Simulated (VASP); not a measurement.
**As: density of states with PBEsol**

As:

```
As
1.0
     2.94779    0.00000    0.00000
    -1.47389    2.55286    0.00000
     0.00000    0.00000    4.89069
As
2
Direct
  0.33333 0.66667 0.25000
  0.66667 0.33333 0.75000
```

```
Program                 : VASP 6.6.1
Task                    : density of states
Functional              : PBEsol
Potentials or basis     : VASP PAW PBE potentials, release 64 (As)
Cutoff                  : 520 eV
k mesh                  : 14 × 14 × 8
Occupations             : fermi-dirac, width 0.08 eV
Spin                    : no spin polarisation
Dipole correction       : no
k mesh for the DOS      : 21 × 21 × 12
Occupations for the DOS : tetrahedron
Further INCAR settings  : ALGO = Normal; EDIFF = 1e-06
```

```json
{"Valence electrons inside the program's atomic spheres": "As 2.62"}
```

Levels at points of the mesh, in eV from the Fermi level:
| k point | band 1 | band 2 | band 3 | band 4 | band 5 | band 6 | band 7 | band 8 | band 9 |
| --- | --- | --- | --- | --- | --- | --- | --- | --- | --- |
| (0.00, 0.00, 0.00) | -15.51 | -11.04 | -7.11 | 4.32 | 4.32 | 5.82 | 5.98 | 5.98 | 9.82 |
| (0.00, 0.00, 0.50) | -14.05 | -14.05 | -1.24 | -1.24 | 5.16 | 5.16 | 5.16 | 5.16 | 11.05 |

Wall time 87 s on 1 thread of AMD EPYC 9R45 (Zen 5), on a shared host, peak memory 0.2 GiB.
